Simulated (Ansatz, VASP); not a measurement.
Given: the input of a run of Ansatz 0.2.0 on Au.

input.yaml

```yaml
crystal:
  lattice:
    - [-1.6348707273, 1.6348707273, 1.6348707273]
    - [1.6348707273, -1.6348707273, 1.6348707273]
    - [1.6348707273, 1.6348707273, -1.6348707273]
  atoms:
    - { symbol: Au, position: [0.0, 0.0, 0.0] }
kpoints:
  mp_grid: { grid: [11, 11, 11] }
scf:
  occupations: { method: fermi_dirac, width: 0.05 }
hamiltonian:
  xc: pbe
  pseudopotentials: { kind: all_electron, lapw: { basis_error: 0.0005 } }
output:
  forces: true
  stress: true
  eigenvalues: true
```

Potentials or basis: all-electron LAPW, scalar-relativistic.

Command:

```sh
$ ansatz run input.yaml --threads 1 --pin off --max-ram 3072MiB --backend cpu --events-out ev --progress --plain --runs-dir out
```

Translate it to VASP 6.6.1. Potentials there: VASP PAW PBE potentials, release 64 (Au).

As run (the cutoff follows the program's own potentials):

INCAR

```
ALGO = Fast
EDIFF = 1E-6
ENCUT = 520
GGA = PE
ISIF = 2
ISMEAR = -1
LASPH = True
LCHARG = False
LREAL = False
LWAVE = False
NBANDS = 12
NELM = 80
PREC = Accurate
SIGMA = 0.05
```

The input KPOINTS:

```
k-points
0
Gamma
  11 11 11
```

The input POSCAR:

```
Au
1.0
   -1.6348707273      1.6348707273      1.6348707273
    1.6348707273     -1.6348707273      1.6348707273
    1.6348707273      1.6348707273     -1.6348707273
Au
1
Direct
    0.0000000000      0.0000000000      0.0000000000
```

Potentials or basis: VASP PAW PBE potentials, release 64 (Au).

Command:

```console
$ cat potpaw_PBE.64/Au/POTCAR > POTCAR
$ mpirun -np 1 vasp_std > vasp.out
```

Both were run:

|  | VASP | Ansatz | Ansatz less VASP |
| --- | --- | --- | --- |
| gap on the k mesh at the Fermi level (eV) | none | none | - |
| pressure (GPa) | 4.8 | 5.0 | +0.16 |

A gap of «none» marks a metal or a gap that the smearing closes. Ansatz ran all-electron here, and VASP with PAW potentials.

Spin-orbit coupling is off throughout.
